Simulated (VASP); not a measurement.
A run of VASP 6.6.1 is set up as follows.

Contents of INCAR:

```
SYSTEM = Os2O
PREC = Accurate
ENCUT = 700
EDIFF = 1E-6
ISMEAR = 0
SIGMA = 0.1
LREAL = .FALSE.
LASPH = .TRUE.
NELM = 120
ALGO = Normal
ISIF = 2
LWAVE = .FALSE.
LCHARG = .FALSE.
GGA = PE
NBANDS = 47
GGA_COMPAT = .FALSE.
```

File KPOINTS:

```
regular mesh
0
G
  8 8 8
  0 0 0
```

Contents of POSCAR:

```
Os2O
1.0
    4.3944052485      0.0000000000      0.0000000000
    0.0000000000      4.3944052485      0.0000000000
    0.0000000000      0.0000000000      4.3944052485
Os O
4 2
Direct
    0.2500000000      0.2500000000      0.2500000000
    0.2500000000      0.7500000000      0.7500000000
    0.7500000000      0.7500000000      0.2500000000
    0.7500000000      0.2500000000      0.7500000000
    0.0000000000      0.0000000000      0.0000000000
    0.5000000000      0.5000000000      0.5000000000
```

Potentials or basis: VASP PAW PBE potentials, release 64 (Os_sv_GW, O).

Launch:

```sh
$ cat potpaw_PBE.64/Os_sv_GW/POTCAR potpaw_PBE.64/O/POTCAR > POTCAR
$ mpirun -np 1 vasp_std > vasp.out
```

(1) What does it give for the pressure?

(2) What does it give for the band gap on the k mesh?

Results:

(1) 0.4 GPa.

(2) zero (bands 38 and 39 overlap by 0.37 eV).

Caveat: spin-orbit coupling is left out, which moves the levels of the heavy elements.
